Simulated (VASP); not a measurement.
# Fe (Im-3m) in VASP: a series of runs

Runs on Fe. Level: r2SCAN. Tasks: single point, relaxation of cell and atoms.

All numbers are computed with VASP 6.6.1; they aren't measurements. Logs are shortened: lines on timing, memory, paths and dates and some standing lists are left out, and cuts for length are marked.

### 1 The cell of the first run

The structure is cubic, space group Im-3m (No. 229). The conventional cell has a = 2.861 Å, b = 2.861 Å, c = 2.861 Å, α = 90.00°, β = 90.00°, γ = 90.00°. Fe (site symmetry m-3m) has 14 Fe at 2.48 to 2.86 Å within 3.3 Å.

### 2 Single point, r2SCAN, collinear spin, ferromagnetic start

POSCAR

```
Fe
1.0
   -1.4304734259      1.4304734259      1.4304734259
    1.4304734259     -1.4304734259      1.4304734259
    1.4304734259      1.4304734259     -1.4304734259
Fe
1
Direct
    0.0000000000      0.0000000000      0.0000000000
```

INCAR.step1

```
ALGO = Normal
EDIFF = 1E-4
ENCUT = 520
GGA = PE
ISMEAR = 0
ISPIN = 2
LASPH = True
LCHARG = False
LMAXMIX = 4
LREAL = False
LWAVE = True
MAGMOM = 3.5
NBANDS = 14
NELM = 150
PREC = Accurate
SIGMA = 0.02
```

INCAR.step2

```
ALGO = Normal
EDIFF = 1E-7
ENCUT = 520
ISIF = 2
ISMEAR = 0
ISPIN = 2
ISTART = 1
LASPH = True
LCHARG = False
LMAXMIX = 4
LMIXTAU = True
LORBIT = 11
LREAL = False
LWAVE = False
MAGMOM = 3.5
METAGGA = R2SCAN
NBANDS = 14
NELM = 150
PREC = Accurate
SIGMA = 0.02
```

KPOINTS

```
k-points
0
Gamma
  11 11 11
```

Potentials or basis: VASP PAW PBE potentials, release 64 (Fe).

On the command line:

```console
cat potpaw_PBE.64/Fe/POTCAR > POTCAR
cp INCAR.step1 INCAR
mpirun -np 1 vasp_std > vasp.out
cp INCAR.step2 INCAR
mpirun -np 1 vasp_std > vasp.out
```

OUTCAR:

```text
EDIFF = 1E-7
   ENCUT = 520
   ISIF = 2
   ISMEAR = 0
   ISPIN = 2
   ISTART = 1
   LASPH = True
   LORBIT = 11
   LREAL = False
   METAGGA = R2SCAN
   NELM = 150
   PREC = Accurate

 ion  position               nearest neighbor table
   1  0.000  0.000  0.000-

  LATTYP: Found a body centered cubic cell.
 ALAT       =     2.8609468518

  Lattice vectors:

 A1 = (  -1.4304734259,   1.4304734259,   1.4304734259)
 A2 = (   1.4304734259,  -1.4304734259,   1.4304734259)
 A3 = (   1.4304734259,   1.4304734259,  -1.4304734259)

Analysis of symmetry for initial positions (statically):
=====================================================================
 Subroutine PRICEL returns:
 Original cell was already a primitive cell.

 Routine SETGRP: Setting up the symmetry group for a
 body centered cubic supercell.

 Subroutine GETGRP returns: Found 48 space group operations
 (whereof 48 operations were pure point group operations)
 out of a pool of 48 trial point group operations.

The static configuration has the point symmetry O_h .

Analysis of symmetry for dynamics (positions and initial velocities):
=====================================================================
 Subroutine PRICEL returns:
 Original cell was already a primitive cell.

 Routine SETGRP: Setting up the symmetry group for a
 body centered cubic supercell.

 Subroutine GETGRP returns: Found 48 space group operations
 (whereof 48 operations were pure point group operations)
 out of a pool of 48 trial point group operations.

The dynamic configuration has the point symmetry O_h .

Analysis of structural, dynamic, and magnetic symmetry:
=====================================================================
 Subroutine PRICEL returns:
 Original cell was already a primitive cell.

 Routine SETGRP: Setting up the symmetry group for a
 body centered cubic supercell.

 Subroutine GETGRP returns: Found 48 space group operations
 (whereof 48 operations were pure point group operations)
 out of a pool of 48 trial point group operations.

The overall configuration has the point symmetry O_h .

 Subroutine INISYM returns: Found 48 space group operations
 (whereof 48 operations are pure point group operations),
 and found     1 'primitive' translations

----------------------------------------------------------------------------------------

                                     Primitive cell

  volume of cell :      11.7084

  direct lattice vectors                    reciprocal lattice vectors
    -1.430473426  1.430473426  1.430473426     0.000000000  0.349534630  0.349534630
     1.430473426 -1.430473426  1.430473426     0.349534630  0.000000000  0.349534630
     1.430473426  1.430473426 -1.430473426     0.349534630  0.349534630  0.000000000

  length of vectors
     2.477652653  2.477652653  2.477652653     0.494316615  0.494316615  0.494316615

  position of ions in fractional coordinates (direct lattice)
     0.000000000  0.000000000  0.000000000

  ion indices of the primitive-cell ions
   primitive index   ion index
                 1           1

----------------------------------------------------------------------------------------

 KPOINTS: k-points

Automatic generation of k-mesh.
 Grid dimensions read from file:
 generate k-points for:   11   11   11

 Generating k-lattice:

  Cartesian coordinates                     Fractional coordinates (reciprocal lattice)
     0.000000000  0.031775875  0.031775875     0.090909091  0.000000000  0.000000000
     0.031775875  0.000000000  0.031775875     0.000000000  0.090909091  0.000000000
     0.031775875  0.031775875  0.000000000     0.000000000  0.000000000  0.090909091

  Length of vectors
     0.044937874  0.044937874  0.044937874

  Shift w.r.t. Gamma in fractional coordinates (k-lattice)
     0.000000000  0.000000000  0.000000000

 Subroutine IBZKPT returns following result:
 ===========================================

 Found     56 irreducible k-points:

 Following reciprocal coordinates:
            Coordinates               Weight
  0.000000  0.000000  0.000000      1.000000
  0.090909  0.000000  0.000000     12.000000
  0.181818  0.000000  0.000000     12.000000
  0.272727  0.000000  0.000000     12.000000
  0.363636  0.000000  0.000000     12.000000
  0.454545  0.000000  0.000000     12.000000
[... 16 lines left out ...]
  0.272727  0.181818  0.090909     48.000000
  0.363636  0.181818  0.090909     24.000000
 [... further k-points ...]
   k-points           NKPTS =     56   k-points in BZ     NKDIM =     56   number of bands    NBANDS=     14
   number of dos      NEDOS =    301   number of ions     NIONS =      1
   total plane-waves  NPLWV =   5832
   dimension x,y,z NGX =    18 NGY =   18 NGZ =   18
   dimension x,y,z NGXF=    36 NGYF=   36 NGZF=   36
   ions per type =               1
   NGX,Y,Z   is equivalent  to a cutoff of  12.08, 12.08, 12.08 a.u.
   NGXF,Y,Z  is equivalent  to a cutoff of  24.16, 24.16, 24.16 a.u.
 SYSTEM =  unknown system
   PREC   = accura    normal or accurate (medium, high low for compatibility)
   ISTART =      1    job   : 0-new  1-cont  2-samecut
   ICHARG =      0    charge: 1-file 2-atom 10-const
   ISPIN  =      2    spin polarized calculation?
   LNONCOLLINEAR =      F non collinear calculations
   LSORBIT =      F    spin-orbit coupling
   LASPH  =      T    aspherical Exc in radial PAW
   ENCUT  =  520.0 eV  38.22 Ry    6.18 a.u.   4.61  4.61  4.61*2*pi/ulx,y,z
   NELM   =    150;   NELMIN=  2; NELMDL=  0     # of ELM steps
   EDIFF  = 0.1E-06   stopping-criterion for ELM
   LREAL  =      F    real-space projection
   EDIFFG = 0.1E-05   stopping-criterion for IOM
   NSW    =      0    number of steps for IOM
   IBRION =     -1    ionic relax: 0-MD 1-quasi-New 2-CG
   NFREE  =      0    steps in history (QN), initial steepest desc. (CG)
   ISIF   =      2    stress and relaxation
   ISYM   =      2    0-nonsym 1-usesym 2-fastsym
   POTIM  = 0.5000    time-step for ionic-motion
   TEBEG  =    0.0;   TEEND  =   0.0 temperature during run
   PSTRESS=    0.0 pullay stress
   NELECT =       8.0000    total number of electrons
   NUPDOWN=      -1.0000    fix difference up-down
   EMIN   =  10.00;   EMAX   =-10.00  energy-range for DOS
   EFERMI =   0.00;   METHOD = LEGACY
   ISMEAR =     0;   SIGMA  =   0.02  broadening in eV -4-tet -1-fermi 0-gaus
   EFERMI_NEDOS =   21; number of points for ismear=-14 and -15
   IALGO  =     38    algorithm
   IMIX   =      4    mixing-type and parameters
     AMIX     =   0.40;   BMIX     =  1.00
     AMIX_MAG =   1.60;   BMIX_MAG =  1.00
  volume/ion in A,a.u.               =      11.71        79.01
  Fermi-wavevector in a.u.,A,eV,Ry     =   1.441911  2.724816 28.287961  2.079107
  Thomas-Fermi vector in A             =   2.560490
   LORBIT       =     11    0 simple, 1 ext, 2 COOP (PROOUT), +10 PAW based schemes
   METAGGA = R2SCAN    functional components
   LHFCALC =     F    Hartree Fock is set to
   AEXX    =    0.0000 exact exchange contribution
   IVDW    =     0    specifies the selected vdW correction
   LEPSILON=     F    determine dielectric tensor
   LRPA    =     F    only Hartree local field effects (RPA)
 spin polarized calculation
 Gauss-broadening in eV      SIGMA  =   0.02
  energy-cutoff  :      520.00
  volume of cell :       11.71
 maximum number of plane-waves:       329
   NGX =  9   NGY =  9   NGZ =  9

 number of electron       8.0000000 magnetization       2.6085624

 Free energy of the ion-electron system (eV)
  ---------------------------------------------------
  ext. energy  EPLUGINS =         0.00000000
  ---------------------------------------------------
  free energy    TOTEN  =       -14.36354525 eV

  energy without entropy =      -14.36346548  energy(sigma->0) =      -14.36350536

 E-fermi :   5.5161     XC(G=0): -14.0554

 val. band max:        5.5042210835   @ k =  -0.3636   0.3636   0.1818
 cond. band min:       5.5578340695   @ k =   0.0909   0.0909   0.0000
 fundamental gap:      0.0536129860
 Fermi energy:         5.5161493258

 spin component 1

 k-point     1 :       0.0000    0.0000    0.0000
  band No.  band energies     occupation
      1      -2.9799      1.00000
      2       2.4784      1.00000
      3       2.4785      1.00000
      4       2.4785      1.00000
      5       3.6831      1.00000
      6       3.6831      1.00000
      7      31.2421      0.00000
      8      31.2422      0.00000
      9      31.2422      0.00000
     10      36.1123      0.00000
     11      36.1123      0.00000
     12      37.8101      0.00000
     13      37.8101      0.00000
     14      37.8107      0.00000
[... 375 lines left out ...]
 k-point    24 :       0.3636    0.1818    0.0909
  band No.  band energies     occupation
      1       1.0104      1.00000
      2       1.4898      1.00000
      3       2.7310      1.00000
      4       3.8135      1.00000
      5       3.9083      1.00000
      6       9.8219      0.00000
      7      12.8941      0.00000
      8      17.9606      0.00000
      9      21.1832      0.00000
     10      35.6770      0.00000
     11      40.4935      0.00000
     12      40.9730      0.00000
     13      46.7165      0.00000
     14      47.0103      0.00000

 [... further k-points ...]

 spin component 2

 k-point     1 :       0.0000    0.0000    0.0000
  band No.  band energies     occupation
      1      -3.6320      1.00000
      2       5.8522      0.00000
      3       5.8523      0.00000
      4       5.8523      0.00000
      5       8.0867      0.00000
      6       8.0867      0.00000
      7      30.8501      0.00000
      8      30.8502      0.00000
      9      30.8502      0.00000
     10      36.6839      0.00000
     11      36.6839      0.00000
     12      39.5553      0.00000
     13      39.5553      0.00000
     14      39.5557      0.00000
[... 375 lines left out ...]
 k-point    24 :       0.3636    0.1818    0.0909
  band No.  band energies     occupation
      1       3.0513      1.00000
      2       4.1164      1.00000
      3       4.4167      1.00000
      4       8.1410      0.00000
      5       8.3857      0.00000
      6      11.5171      0.00000
      7      14.7512      0.00000
      8      18.9514      0.00000
      9      22.2658      0.00000
     10      36.1084      0.00000
     11      41.1160      0.00000
     12      42.3902      0.00000
     13      47.6888      0.00000
     14      48.8803      0.00000

 [... further k-points ...]

------------------------ aborting loop because EDIFF is reached ----------------------------------------

  FORCE on cell =-STRESS in cart. coord.  units (eV):
  Direction    XX          YY          ZZ          XY          YZ          ZX
  --------------------------------------------------------------------------------------
  -------------------------------------------------------------------------------------
  Total       -0.0229793     -0.0229793     -0.0229793     -0.0000000     -0.0000000     -0.0000000
  in kB       -3.1444797     -3.1444797     -3.1444797     -0.0000000     -0.0000000     -0.0000000
  external PRESSURE =      -3.1444797 kB  Pullay stress =       0.0000000 kB

 VOLUME and BASIS-vectors are now :
 -----------------------------------------------------------------------------
  energy-cutoff  :      520.00
  volume of cell :       11.71
      direct lattice vectors                 reciprocal lattice vectors
    -1.430473426  1.430473426  1.430473426     0.000000000  0.349534630  0.349534630
     1.430473426 -1.430473426  1.430473426     0.349534630  0.000000000  0.349534630
     1.430473426  1.430473426 -1.430473426     0.349534630  0.349534630  0.000000000

 POSITION                                       TOTAL-FORCE (eV/Angst)
 -----------------------------------------------------------------------------------
      0.00000      0.00000      0.00000         0.000000     -0.000000      0.000000
 -----------------------------------------------------------------------------------
    total drift:                                0.000000      0.000000      0.000000

  FREE ENERGIE OF THE ION-ELECTRON SYSTEM (eV)
  ---------------------------------------------------
  free  energy   TOTEN  =       -14.3635452487 eV

  energy  without entropy=      -14.3634654790  energy(sigma->0) =      -14.36350536

 total charge

# of ion       s       p       d       tot
------------------------------------------
    1        0.479   0.551   6.180   7.210

 magnetization (x)

# of ion       s       p       d       tot
------------------------------------------
    1       -0.014  -0.122   2.817   2.680
```

Wall time 38 s (1 thread of Intel Xeon 6975P-C (Granite Rapids), shared host); peak memory 0.13 GiB.

What came out:

```
Free energy                                           : -14.3635 eV
Pressure                                              : -0.3 GPa
Net moment                                            : 2.61 μB per cell
Site moments                                          : Fe +2.68 μB
Valence electrons inside the program's atomic spheres : Fe 7.21
```

Caveat: the PAW data sets were made with another functional, which shifts forces and pressure a little.

### 3 Relaxation of cell and atoms, r2SCAN, collinear spin, ferromagnetic start

This run uses another cell than the first one, of 12.02 Å³/atom.

POSCAR

```
Fe
1.0
   -1.4430000000      1.4430000000      1.4430000000
    1.4430000000     -1.4430000000      1.4430000000
    1.4430000000      1.4430000000     -1.4430000000
Fe
1
Direct
    0.0000000000      0.0000000000      0.0000000000
```

INCAR.step1

```
PREC = Accurate ; ENCUT = 600
ISMEAR = 0 ; SIGMA = 0.02
LREAL = False ; LASPH = True
NELM = 150 ; ISPIN = 2
MAGMOM = 3.5 ; LMAXMIX = 4
GGA = PE ; ALGO = Normal
EDIFF = 1E-4 ; LWAVE = True
LCHARG = False
```

INCAR.step2

```
PREC = Accurate ; ENCUT = 600
EDIFF = 1E-7 ; ISMEAR = 0
SIGMA = 0.02 ; LREAL = False
LASPH = True ; NELM = 150
ALGO = Normal ; ISIF = 3
LWAVE = False ; LCHARG = False
ISPIN = 2 ; MAGMOM = 3.5
LORBIT = 11 ; LMAXMIX = 4
METAGGA = R2SCAN ; LMIXTAU = True
IBRION = 2 ; NSW = 80
EDIFFG = -0.02 ; ISTART = 1
```

KPOINTS

```
Automatic mesh
0
Gamma
  11 11 11
```

Potentials or basis: VASP PAW PBE potentials, release 64 (Fe).

On the command line:

```console
cat potpaw_PBE.64/Fe/POTCAR > POTCAR
cp INCAR.step1 INCAR
mpirun -np 1 vasp_std > vasp.out
cp INCAR.step2 INCAR
mpirun -np 1 vasp_std > vasp.out
```

OUTCAR:

```text
PREC = Accurate
   ENCUT = 600
   EDIFF = 1E-7
   ISMEAR = 0
   LREAL = False
   LASPH = True
   NELM = 150
   ISIF = 3
   ISPIN = 2
   LORBIT = 11
   METAGGA = R2SCAN
   IBRION = 2
   NSW = 80
   EDIFFG = -0.02
   ISTART = 1

 ion  position               nearest neighbor table
   1  0.000  0.000  0.000-

  LATTYP: Found a body centered cubic cell.
 ALAT       =     2.8860000000

  Lattice vectors:

 A1 = (  -1.4430000000,   1.4430000000,   1.4430000000)
 A2 = (   1.4430000000,  -1.4430000000,   1.4430000000)
 A3 = (   1.4430000000,   1.4430000000,  -1.4430000000)

Analysis of symmetry for initial positions (statically):
=====================================================================
 Subroutine PRICEL returns:
 Original cell was already a primitive cell.

 Routine SETGRP: Setting up the symmetry group for a
 body centered cubic supercell.

[... 267 lines left out ...]

 k-point     1 :       0.0000    0.0000    0.0000
  band No.  band energies     occupation
      1      -2.9725      1.00000
      2       2.4938      1.00000
      3       2.4938      1.00000
      4       2.4938      1.00000
      5       3.7029      1.00000
      6       3.7029      1.00000
      7      31.2810      0.00000
      8      31.2810      0.00000
      9      31.2810      0.00000
     10      36.1631      0.00000
[... 287 lines left out ...]
 k-point    24 :       0.3636    0.1818    0.0909
  band No.  band energies     occupation
      1       1.0214      1.00000
      2       1.5020      1.00000
      3       2.7464      1.00000
      4       3.8336      1.00000
      5       3.9288      1.00000
      6       9.8488      0.00000
      7      12.9291      0.00000
      8      17.9986      0.00000
      9      21.2259      0.00000
     10      35.7266      0.00000

 [... further k-points ...]

 spin component 2

 k-point     1 :       0.0000    0.0000    0.0000
  band No.  band energies     occupation
      1      -3.6220      1.00000
      2       5.8679      0.00000
      3       5.8680      0.00000
      4       5.8680      0.00000
      5       8.1046      0.00000
      6       8.1046      0.00000
      7      30.8905      0.00000
      8      30.8906      0.00000
      9      30.8906      0.00000
     10      36.7361      0.00000
[... 327 lines left out ...]
  FREE ENERGIE OF THE ION-ELECTRON SYSTEM (eV)
  ---------------------------------------------------
  free  energy   TOTEN  =       -14.3644765448 eV

  energy  without entropy=      -14.3643967779  energy(sigma->0) =      -14.36443666

 reached required accuracy - stopping structural energy minimisation

 total charge

# of ion       s       p       d       tot
------------------------------------------
    1        0.480   0.553   6.182   7.215

 magnetization (x)

# of ion       s       p       d       tot
------------------------------------------
    1       -0.014  -0.122   2.816   2.679
```

Wall time 70 s (1 thread of Intel Xeon 6975P-C (Granite Rapids), shared host); peak memory 0.15 GiB.

Results:

```yaml
Free_energy: -14.3645 eV
Relaxed_volume: 11.69 Å³/atom
Relaxed_cell: a = 2.476 Å, b = 2.476 Å, c = 2.476 Å, α = 109.47°, β = 109.47°, γ = 109.47°
Space_group_after_relaxing_to_0.1_Å: Im-3m (No. 229)
Energy_gained_by_relaxing: 6.0 meV/atom
Ionic_steps: 3
Pressure_after_relaxing: 0.0 GPa
Net_moment: 2.61 μB per cell
Site_moments: Fe +2.68 μB
Valence_electrons_inside_the_program's_atomic_spheres: Fe 7.21
```

The path:
| step | energy change (eV) | largest force (eV/Å) | pressure (GPa) | volume (Å³) |
| --- | --- | --- | --- | --- |
| 1 | 0.0000 | 0.0000 | -5.58 | 12.02 |
| 2 | 0.0027 | 0.0000 | 7.63 | 11.30 |
| 3 | -0.0060 | 0.0000 | 0.00 | 11.69 |

Final structure:
```
Fe
1.0
    -1.42955    1.42955    1.42955
     1.42955   -1.42955    1.42955
     1.42955    1.42955   -1.42955
Fe
1
Direct
  0.00000 0.00000 0.00000
```

Levels at points of the mesh, in eV from the Fermi level:
Spin up:
| k point | band 2 | band 3 | band 4 | band 5 | band 6 | band 7 | band 8 | band 9 |
| --- | --- | --- | --- | --- | --- | --- | --- | --- |
| (0.00, 0.00, 0.00) | -3.04 | -3.04 | -3.04 | -1.83 | -1.83 | 25.75 | 25.75 | 25.75 |
Spin down:
| k point | band 1 | band 2 | band 3 | band 4 | band 5 | band 6 | band 7 |
| --- | --- | --- | --- | --- | --- | --- | --- |
| (0.00, 0.00, 0.00) | -9.15 | 0.34 | 0.34 | 0.34 | 2.57 | 2.57 | 25.36 |

Caveat: the PAW data sets were made with another functional, which shifts forces and pressure a little.
